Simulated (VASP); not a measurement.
Input of a VASP 6.6.1 run:

Contents of INCAR:

```
PREC = Accurate ; ENCUT = 520
EDIFF = 1E-6 ; ISMEAR = 0
SIGMA = 0.05 ; LREAL = False
LASPH = True ; NELM = 150
ALGO = Normal ; ISIF = 2
LWAVE = False ; LCHARG = False
ISPIN = 2 ; MAGMOM = 3 -3 0 0
LORBIT = 11 ; LMAXMIX = 4
GGA = PE ; NBANDS = 27
```

Contents of KPOINTS:

```
Automatic mesh
0
Gamma
  10 10 6
```

File POSCAR:

```
CoO
1.0
    0.0000000000      2.1245315500     -2.1245315500
    0.0000000000      2.1245315500      2.1245315500
    4.2490631000      0.0000000000      0.0000000000
Co O
2 2
Direct
    0.0000000000      0.0000000000      0.0000000000
    0.5000000000      0.5000000000      0.5000000000
    0.0000000000      1.0000000000      0.5000000000
    0.5000000000      1.5000000000      1.0000000000
```

Potentials or basis: VASP PAW PBE potentials, release 64 (Co, O).

The run is started by

```bash
$ cat potpaw_PBE.64/Co/POTCAR potpaw_PBE.64/O/POTCAR > POTCAR
$ mpirun -np 1 vasp_std > vasp.out
```

(1) Estimate the band gap on the k mesh.

(2) Estimate the net moment.

Results:

(1) zero (filled and empty bands overlap).

(2) 0.00 μB per cell.

Caveat: semilocal functionals often make such compounds metallic where correlation or magnetic order opens a gap, which also shifts bond lengths.
